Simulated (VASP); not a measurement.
A run of VASP 6.6.1:

INCAR

```
SYSTEM = Hf3F2
PREC = Accurate
ENCUT = 600
EDIFF = 1E-7
ISMEAR = 0
SIGMA = 0.1
LREAL = .False.
LASPH = .True.
NELM = 60
ALGO = Normal
ISIF = 3
LWAVE = .False.
LCHARG = .False.
GGA = PE
IBRION = 2
NSW = 90
EDIFFG = -0.04
```

File KPOINTS:

```
Automatic mesh
0
Gamma
  4 4 4
  0 0 0
```

The input POSCAR:

```
Hf3F2
1.0
    4.2846462100      0.0000000000      0.0000000000
    0.0000000000      4.2846462100      0.0000000000
    0.0000000000      0.0000000000      4.2846462100
Hf F
3 2
Direct
    0.5000000000      0.0000000000      0.0000000000
    0.0000000000      0.5000000000      0.0000000000
    0.0000000000      0.0000000000      0.5000000000
    0.0000000000      0.0000000000      0.0000000000
    0.5000000000      0.5000000000      0.5000000000
```

Potentials or basis: VASP PAW PBE potentials, release 64 (Hf_pv, F).

Run with:

```sh
$ cat potpaw_PBE.64/Hf_pv/POTCAR potpaw_PBE.64/F/POTCAR > POTCAR
$ mpirun -np 1 vasp_std > vasp.out
```

Hardware: 1 thread of Intel Xeon 8259CL, on a shared host.

Task: Estimate the wall time of this run.

Result: Run time: 2.1 min on 1 thread of Intel Xeon 8259CL, with other jobs on the host, peak memory 0.22 GiB. Counts: scf iterations 39, k points 10, ion steps 3.
